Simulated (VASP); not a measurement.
## W3N4: relaxation of cell and atoms with PBE

Crystal: W3N4.

```
W N
1.0
     4.59224    0.00000    0.00000
     0.00000    4.59224    0.00000
     0.00000    0.00000    4.59224
W N
3 4
Direct
  0.00000 0.00000 0.50000
  0.00000 0.50000 0.00000
  0.50000 0.00000 0.00000
  0.25000 0.25000 0.25000
  0.25000 0.75000 0.75000
  0.75000 0.25000 0.75000
  0.75000 0.75000 0.25000
```

```yaml
Program: VASP 6.6.1
Task: relaxation of cell and atoms
Functional: PBE
Potentials_or_basis: VASP PAW PBE potentials, release 64 (W_sv, N)
Cutoff: 600 eV
k_mesh: 4 × 4 × 4
Occupations: gaussian, width 0.1 eV
Spin: no spin polarisation
Dipole_correction: no
Further_INCAR_settings: ALGO = Normal; EDIFF = 1e-07; IBRION = 2; EDIFFG = -0.04; NSW = 90; ISIF = 3
```

| Property | Result |
| --- | --- |
| Relaxed volume | 13.46 Å³/atom |
| Relaxed cell | a = 4.551 Å, b = 4.551 Å, c = 4.551 Å, α = 90.00°, β = 90.00°, γ = 90.00° |
| Space group after relaxing (to 0.05 Å) | P-43m (No. 215) |
| Energy gained by relaxing | 6.9 meV/atom |
| Ionic steps | 6 |
| Pressure after relaxing | 0.0 GPa |
| Band gap on the k mesh | zero (band 31 reaches 7.97 eV, above the bottom of band 32 at 6.77 eV) |

Step by step:
| step | energy change (eV) | largest force (eV/Å) | pressure (GPa) | volume (Å³) |
| --- | --- | --- | --- | --- |
| 1 | 0.0000 | 0.3265 | -6.09 | 96.84 |
| 2 | 0.2105 | 1.0012 | 16.16 | 89.66 |
| 3 | -0.0469 | 0.0434 | -0.19 | 94.63 |
| 4 | -0.0470 | 0.0510 | -0.07 | 94.58 |
| 5 | -0.0474 | 0.0454 | -0.06 | 94.50 |
| 6 | -0.0484 | 0.0272 | -0.05 | 94.25 |

Final structure:
```
W N
1.0
     4.55093    0.00000    0.00000
     0.00000    4.55093    0.00000
     0.00000    0.00000    4.55093
W N
3 4
Direct
  0.00000 0.00000 0.50000
  0.00000 0.50000 0.00000
  0.50000 0.00000 0.00000
  0.25048 0.25048 0.25048
  0.25048 0.74952 0.74952
  0.74952 0.25048 0.74952
  0.74952 0.74952 0.25048
```

Levels at points of the mesh, in eV from the Fermi level:
```csv
k point,band 28,band 29,band 30,band 31,band 32,band 33,band 34,band 35
"(0.00, 0.00, 0.00)",-3.10,-1.14,-1.14,-1.14,0.41,0.41,1.00,1.35
"(0.50, 0.00, 0.00)",-3.13,-1.40,-0.81,-0.81,-0.53,-0.08,0.64,1.62
"(0.50, 0.50, 0.00)",-4.14,-0.60,-0.19,-0.19,0.80,1.03,1.03,1.47
"(0.50, 0.50, 0.50)",-4.45,0.67,0.67,0.67,0.82,0.82,0.82,1.37
```

Run time: 92 s on 1 thread of Intel(R) Xeon(R) 6975P-C (Granite Rapids), on a shared host, peak memory 0.26 GiB.

Caveat: spin-orbit coupling is left out, which moves the levels of the heavy elements.
